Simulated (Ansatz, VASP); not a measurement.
# Two plane-wave programs on BaTiO3

Contents of INCAR:

```
SYSTEM = BaTiO3
ALGO = Normal
EDIFF = 1E-6
ENCUT = 520
GGA = PE
ISIF = 2
ISMEAR = 0
LASPH = .True.
LCHARG = .False.
LDAU = .True.
LDAUJ = 0 0 0
LDAUL = -1 2 -1
LDAUPRINT = 1
LDAUTYPE = 2
LDAUU = 0 4 0
LMAXMIX = 4
LREAL = .False.
LWAVE = .False.
NBANDS = 28
NELM = 150
PREC = Accurate
SIGMA = 0.05
```

The input KPOINTS:

```
k-points
0
Gamma
  6 6 6
  0 0 0
```

File POSCAR:

```
BaTiO3
1.0
    4.0883838641      0.0000000000      0.0000000000
    0.0000000000      2.9307471015      2.8859183788
    0.0000000000     -2.9307471015      2.8859183788
Ba Ti O
1 1 3
Direct
    0.0000000000      0.0080771845      0.0080771845
    0.5000000000      0.5197092871      0.5197092871
    0.0000000000      0.4916268390      0.4916268390
    0.5000000000      0.4938075372      0.9829991522
    0.5000000000      0.9829991522      0.4938075372
```

Input for Ansatz:

```yaml
crystal:
  lattice:
    - [4.0883838641, 0.0, 0.0]
    - [0.0, 2.9307471015, 2.8859183788]
    - [0.0, -2.9307471015, 2.8859183788]
  atoms:
    - { symbol: Ba, position: [0.0, 0.0080771845, 0.0080771845] }
    - { symbol: Ti, position: [0.5, 0.5197092871, 0.5197092871] }
    - { symbol: O, position: [0.0, 0.491626839, 0.491626839] }
    - { symbol: O, position: [0.5, 0.4938075372, 0.9829991522] }
    - { symbol: O, position: [0.5, 0.9829991522, 0.4938075372] }
basis:
  ecutwfc: 420
kpoints:
  mp_grid: { grid: [6, 6, 6] }
hamiltonian:
  xc: pbe
  hubbard: { sites: [{ species: Ti, l: d, u_eff: 4.0 }] }
scf:
  occupations: { method: gaussian, width: 0.05 }
output:
  forces: true
  stress: true
  eigenvalues: true
```

Change from the starting cell: strain +0.0200 x Voigt [1, 1, 0, 0, 0, 0], atoms carried along.

Alike in both runs: task single point; functional PBE; k mesh 6 × 6 × 6; occupations gaussian, width 0.05 eV; no spin polarisation; Hubbard terms Ti d U = 4.0 eV.

```csv
,VASP,Ansatz
version,VASP 6.6.1,Ansatz 0.2.0
potentials or method,"VASP PAW PBE potentials, release 64 (Ba_sv, Ti_sv, O), cutoff 520 eV","scalar-relativistic, plane waves, PAW"
valence electrons in the cell,40,40
```

```csv
,VASP,Ansatz,Ansatz less VASP
gap on the k mesh at the Fermi level (eV),2.40,2.41,+0.009
least direct gap on the mesh (eV),2.86,2.85,-0.004
pressure (GPa),-2.7,-5.7,-3.00
"traceless stress, the component that is largest in VASP (GPa)",2.62,2.60,-0.011
rms of the force components (eV/Å),0.100,0.117,+0.0168
```

The programs project onto different local orbitals, so the same U acts differently, and such runs can settle in different states. Atom by atom the forces differ by 0.210 eV/Å (rms over components).

Neither program's run includes spin-orbit coupling.
